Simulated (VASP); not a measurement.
# MnHg (Pm-3m) in VASP: single point with PBE

Aim: the single point of MnHg with PBE.

Everything below comes from runs of VASP 6.6.1. Logs are shortened: lines on timing, memory, paths and dates and some standing lists are left out, and cuts for length are marked.

## 1. The cell of the first run

Symmetry: Pm-3m, No. 221, cubic system. Conventional cell: a = 3.322 Å, b = 3.322 Å, c = 3.322 Å, α = 90.00°, β = 90.00°, γ = 90.00°. Mn (site symmetry m-3m) has 8 Hg at 2.88 Å and 6 Mn at 3.32 Å within 3.8 Å. Within 3.8 Å of Hg (site symmetry m-3m) lie 8 Mn at 2.88 Å and 6 Hg at 3.32 Å.

## 2. Single point, PBE, collinear spin, ferromagnetic start

INCAR reads:

```
SYSTEM = MnHg
ALGO = Normal
EDIFF = 1E-6
ENCUT = 520
GGA = PE
ISIF = 2
ISMEAR = 0
ISPIN = 2
LASPH = .True.
LCHARG = .False.
LMAXMIX = 4
LORBIT = 11
LREAL = .False.
LWAVE = .False.
MAGMOM = 4.25 0
NBANDS = 24
NELM = 150
PREC = Accurate
SIGMA = 0.1
```

KPOINTS reads:

```
k-points
0
Gamma
  16 16 16
  0 0 0
```

POSCAR reads:

```
MnHg
1.0
    3.3222547132      0.0000000000      0.0000000000
    0.0000000000      3.3222547132      0.0000000000
    0.0000000000      0.0000000000      3.3222547132
Mn Hg
1 1
Direct
    0.5000000000      0.5000000000      0.5000000000
    0.0000000000      0.0000000000      0.0000000000
```

Potentials or basis: VASP PAW PBE potentials, release 64 (Mn_pv, Hg).

On the command line:

```
> cat potpaw_PBE.64/Mn_pv/POTCAR potpaw_PBE.64/Hg/POTCAR > POTCAR
> mpirun -np 1 vasp_std > vasp.out
```

OUTCAR:

```text
SYSTEM = MnHg
   EDIFF = 1E-6
   ENCUT = 520
   GGA = PE
   ISIF = 2
   ISMEAR = 0
   ISPIN = 2
   LASPH = .True.
   LORBIT = 11
   LREAL = .False.
   NELM = 150
   PREC = Accurate

 ion  position               nearest neighbor table
   1  0.500  0.500  0.500-   2 2.88   2 2.88   2 2.88   2 2.88   2 2.88   2 2.88   2 2.88   2 2.88

   2  0.000  0.000  0.000-   1 2.88   1 2.88   1 2.88   1 2.88   1 2.88   1 2.88   1 2.88   1 2.88

  LATTYP: Found a simple cubic cell.
 ALAT       =     3.3222547132

  Lattice vectors:

 A1 = (   3.3222547132,   0.0000000000,   0.0000000000)
 A2 = (   0.0000000000,   3.3222547132,   0.0000000000)
 A3 = (   0.0000000000,   0.0000000000,   3.3222547132)

Analysis of symmetry for initial positions (statically):
=====================================================================
 Subroutine PRICEL returns:
 Original cell was already a primitive cell.

 Routine SETGRP: Setting up the symmetry group for a
 simple cubic supercell.

 Subroutine GETGRP returns: Found 48 space group operations
 (whereof 48 operations were pure point group operations)
 out of a pool of 48 trial point group operations.

The static configuration has the point symmetry O_h .

Analysis of symmetry for dynamics (positions and initial velocities):
=====================================================================
 Subroutine PRICEL returns:
 Original cell was already a primitive cell.

 Routine SETGRP: Setting up the symmetry group for a
 simple cubic supercell.

 Subroutine GETGRP returns: Found 48 space group operations
 (whereof 48 operations were pure point group operations)
 out of a pool of 48 trial point group operations.

The dynamic configuration has the point symmetry O_h .

Analysis of structural, dynamic, and magnetic symmetry:
=====================================================================
 Subroutine PRICEL returns:
 Original cell was already a primitive cell.

 Routine SETGRP: Setting up the symmetry group for a
 simple cubic supercell.

 Subroutine GETGRP returns: Found 48 space group operations
 (whereof 48 operations were pure point group operations)
 out of a pool of 48 trial point group operations.

The overall configuration has the point symmetry O_h .

 Subroutine INISYM returns: Found 48 space group operations
 (whereof 48 operations are pure point group operations),
 and found     1 'primitive' translations

----------------------------------------------------------------------------------------

                                     Primitive cell

  volume of cell :      36.6690

  direct lattice vectors                    reciprocal lattice vectors
     3.322254713  0.000000000  0.000000000     0.301000401  0.000000000  0.000000000
     0.000000000  3.322254713  0.000000000     0.000000000  0.301000401  0.000000000
     0.000000000  0.000000000  3.322254713     0.000000000  0.000000000  0.301000401

  length of vectors
     3.322254713  3.322254713  3.322254713     0.301000401  0.301000401  0.301000401

  position of ions in fractional coordinates (direct lattice)
     0.500000000  0.500000000  0.500000000
     0.000000000  0.000000000  0.000000000

  ion indices of the primitive-cell ions
   primitive index   ion index
                 1           1
                 2           2

----------------------------------------------------------------------------------------

 KPOINTS: k-points

Automatic generation of k-mesh.
 Grid dimensions read from file:
 generate k-points for:   16   16   16

 Generating k-lattice:

  Cartesian coordinates                     Fractional coordinates (reciprocal lattice)
     0.018812525  0.000000000  0.000000000     0.062500000  0.000000000  0.000000000
     0.000000000  0.018812525  0.000000000     0.000000000  0.062500000  0.000000000
     0.000000000  0.000000000  0.018812525     0.000000000  0.000000000  0.062500000

  Length of vectors
     0.018812525  0.018812525  0.018812525

  Shift w.r.t. Gamma in fractional coordinates (k-lattice)
     0.000000000  0.000000000  0.000000000

 Subroutine IBZKPT returns following result:
 ===========================================

 Found    165 irreducible k-points:

 Following reciprocal coordinates:
            Coordinates               Weight
  0.000000  0.000000  0.000000      1.000000
  0.062500  0.000000  0.000000      6.000000
  0.125000  0.000000  0.000000      6.000000
  0.187500  0.000000  0.000000      6.000000
  0.250000  0.000000  0.000000      6.000000
  0.312500  0.000000  0.000000      6.000000
[... 16 lines left out ...]
  0.437500  0.125000  0.000000     24.000000
  0.500000  0.125000  0.000000     12.000000
 [... further k-points ...]
   k-points           NKPTS =    165   k-points in BZ     NKDIM =    165   number of bands    NBANDS=     24
   number of dos      NEDOS =    301   number of ions     NIONS =      2
   total plane-waves  NPLWV =  21952
   dimension x,y,z NGX =    28 NGY =   28 NGZ =   28
   dimension x,y,z NGXF=    56 NGYF=   56 NGZF=   56
   ions per type =               1   1
   NGX,Y,Z   is equivalent  to a cutoff of  14.01, 14.01, 14.01 a.u.
   NGXF,Y,Z  is equivalent  to a cutoff of  28.02, 28.02, 28.02 a.u.
 SYSTEM =  MnHg
   PREC   = accura    normal or accurate (medium, high low for compatibility)
   ISTART =      0    job   : 0-new  1-cont  2-samecut
   ICHARG =      2    charge: 1-file 2-atom 10-const
   ISPIN  =      2    spin polarized calculation?
   LNONCOLLINEAR =      F non collinear calculations
   LSORBIT =      F    spin-orbit coupling
   LASPH  =      T    aspherical Exc in radial PAW
   ENCUT  =  520.0 eV  38.22 Ry    6.18 a.u.   6.18  6.18  6.18*2*pi/ulx,y,z
   NELM   =    150;   NELMIN=  2; NELMDL= -5     # of ELM steps
   EDIFF  = 0.1E-05   stopping-criterion for ELM
   LREAL  =      F    real-space projection
   EDIFFG = 0.1E-04   stopping-criterion for IOM
   NSW    =      0    number of steps for IOM
   IBRION =     -1    ionic relax: 0-MD 1-quasi-New 2-CG
   NFREE  =      0    steps in history (QN), initial steepest desc. (CG)
   ISIF   =      2    stress and relaxation
   ISYM   =      2    0-nonsym 1-usesym 2-fastsym
   POTIM  = 0.5000    time-step for ionic-motion
   TEBEG  =    0.0;   TEEND  =   0.0 temperature during run
   PSTRESS=    0.0 pullay stress
   NELECT =      25.0000    total number of electrons
   NUPDOWN=      -1.0000    fix difference up-down
   EMIN   =  10.00;   EMAX   =-10.00  energy-range for DOS
   EFERMI =   0.00;   METHOD = LEGACY
   ISMEAR =     0;   SIGMA  =   0.10  broadening in eV -4-tet -1-fermi 0-gaus
   EFERMI_NEDOS =   21; number of points for ismear=-14 and -15
   IALGO  =     38    algorithm
   IMIX   =      4    mixing-type and parameters
     AMIX     =   0.40;   BMIX     =  1.00
     AMIX_MAG =   1.60;   BMIX_MAG =  1.00
  volume/ion in A,a.u.               =      18.33       123.73
  Fermi-wavevector in a.u.,A,eV,Ry     =   1.440860  2.722831 28.246766  2.076079
  Thomas-Fermi vector in A             =   2.559557
   LORBIT       =     11    0 simple, 1 ext, 2 COOP (PROOUT), +10 PAW based schemes
   GGA     = PE    functional components
   LHFCALC =     F    Hartree Fock is set to
   AEXX    =    0.0000 exact exchange contribution
   IVDW    =     0    specifies the selected vdW correction
   LEPSILON=     F    determine dielectric tensor
   LRPA    =     F    only Hartree local field effects (RPA)
 spin polarized calculation
 Gauss-broadening in eV      SIGMA  =   0.10
  energy-cutoff  :      520.00
  volume of cell :       36.67
 maximum number of plane-waves:      1021
 NGX is ok and might be reduce to    28
   NGX = 13   NGY = 13   NGZ = 13

 number of electron      25.0000008 magnetization       3.9265102

 Free energy of the ion-electron system (eV)
  ---------------------------------------------------
  ext. energy  EPLUGINS =         0.00000000
  ---------------------------------------------------
  free energy    TOTEN  =        -8.49667169 eV

  energy without entropy =       -8.48854892  energy(sigma->0) =       -8.49261030

 E-fermi :   5.4950     XC(G=0): -11.6474

 val. band max:        5.4949126705   @ k =   0.1875   0.1250   0.0000
 cond. band min:       5.5055290803   @ k =   0.4375   0.0625   0.0000
 fundamental gap:      0.0106164099
 Fermi energy:         5.4949567859

 spin component 1

 k-point     1 :       0.0000    0.0000    0.0000
  band No.  band energies     occupation
      1     -44.7216      1.00000
      2     -44.7216      1.00000
      3     -44.7216      1.00000
      4      -4.1335      1.00000
      5      -2.7598      1.00000
      6      -2.7598      1.00000
[... 16 lines left out ...]
     23      22.4743      0.00000
     24      26.1313      0.00000
[... 598 lines left out ...]
      2     -44.7228      1.00000
      3     -44.7204      1.00000
      4      -2.5617      1.00000
      5      -2.3307      1.00000
      6      -2.1739      1.00000
[... 16 lines left out ...]
     23      20.5675      0.00000
     24      26.2614      0.00000

 [... further k-points ...]

 spin component 2

 k-point     1 :       0.0000    0.0000    0.0000
  band No.  band energies     occupation
      1     -40.6579      1.00000
      2     -40.6579      1.00000
      3     -40.6579      1.00000
      4      -3.9181      1.00000
      5      -2.7423      1.00000
      6      -2.7423      1.00000
[... 16 lines left out ...]
     23      22.4942      0.00000
     24      27.1025      0.00000
[... 598 lines left out ...]
      2     -40.6593      1.00000
      3     -40.6563      1.00000
      4      -2.5809      1.00000
      5      -2.3720      1.00000
      6      -2.1226      1.00000
[... 16 lines left out ...]
     23      20.8179      0.00000
     24      26.7664      0.00000

 [... further k-points ...]

------------------------ aborting loop because EDIFF is reached ----------------------------------------

  FORCE on cell =-STRESS in cart. coord.  units (eV):
  Direction    XX          YY          ZZ          XY          YZ          ZX
  --------------------------------------------------------------------------------------
  -------------------------------------------------------------------------------------
  Total        0.0969745      0.0969745      0.0969745      0.0000000     -0.0000000      0.0000000
  in kB        4.2371047      4.2371047      4.2371047      0.0000000     -0.0000000      0.0000000
  external PRESSURE =       4.2371047 kB  Pullay stress =       0.0000000 kB

 VOLUME and BASIS-vectors are now :
 -----------------------------------------------------------------------------
  energy-cutoff  :      520.00
  volume of cell :       36.67
      direct lattice vectors                 reciprocal lattice vectors
     3.322254713  0.000000000  0.000000000     0.301000401  0.000000000  0.000000000
     0.000000000  3.322254713  0.000000000     0.000000000  0.301000401  0.000000000
     0.000000000  0.000000000  3.322254713     0.000000000  0.000000000  0.301000401

 POSITION                                       TOTAL-FORCE (eV/Angst)
 -----------------------------------------------------------------------------------
      1.66113      1.66113      1.66113         0.000000      0.000000      0.000000
      0.00000      0.00000      0.00000         0.000000      0.000000      0.000000
 -----------------------------------------------------------------------------------
    total drift:                                0.000000      0.000000      0.000000

  FREE ENERGIE OF THE ION-ELECTRON SYSTEM (eV)
  ---------------------------------------------------
  free  energy   TOTEN  =        -8.4966716893 eV

  energy  without entropy=       -8.4885489179  energy(sigma->0) =       -8.49261030

 total charge

# of ion       s       p       d       tot
------------------------------------------
    1        0.251   6.171   4.973  11.395
    2        0.816   0.513   9.255  10.585
--------------------------------------------------
tot          1.067   6.685  14.229  21.980

 magnetization (x)

# of ion       s       p       d       tot
------------------------------------------
    1        0.028   0.016   3.795   3.839
    2       -0.042  -0.061   0.047  -0.056
--------------------------------------------------
tot         -0.013  -0.045   3.842   3.784
```

Wall time 11 min (1 thread of AMD EPYC 7R43 (Zen 3), shared host); peak memory 0.3 GiB.

What came out:

```
Free energy                                           : -8.4967 eV
Pressure                                              : 0.4 GPa
Net moment                                            : 3.93 μB per cell
Site moments                                          : Mn +3.84; Hg -0.06 μB
Valence electrons inside the program's atomic spheres : Mn 11.39; Hg 10.59
```

Levels at points of the mesh, in eV from the Fermi level:
Spin up:
```tsv
k point	band 12	band 13	band 14	band 15	band 16	band 17
(0.00, 0.00, 0.00)	-2.12	-2.12	-2.12	4.84	4.84	4.84
(0.50, 0.00, 0.00)	-2.80	-2.80	-2.33	-1.64	9.97	9.97
(0.50, 0.50, 0.00)	-2.14	-2.09	-1.68	-1.68	0.55	2.79
(0.50, 0.50, 0.50)	-2.07	-2.07	0.39	4.07	4.07	4.07
```
Spin down:
```tsv
k point	band 9	band 10	band 11	band 12	band 13	band 14
(0.00, 0.00, 0.00)	-7.08	0.31	0.31	1.43	1.43	1.43
(0.50, 0.00, 0.00)	-5.02	-4.45	-0.03	0.39	0.39	1.25
(0.50, 0.50, 0.00)	-3.53	-1.43	-1.43	0.47	1.26	1.26
(0.50, 0.50, 0.50)	-1.59	-1.59	-1.59	0.26	1.89	1.89
```

Caveat: spin-orbit coupling is left out, which moves the levels of the heavy elements.
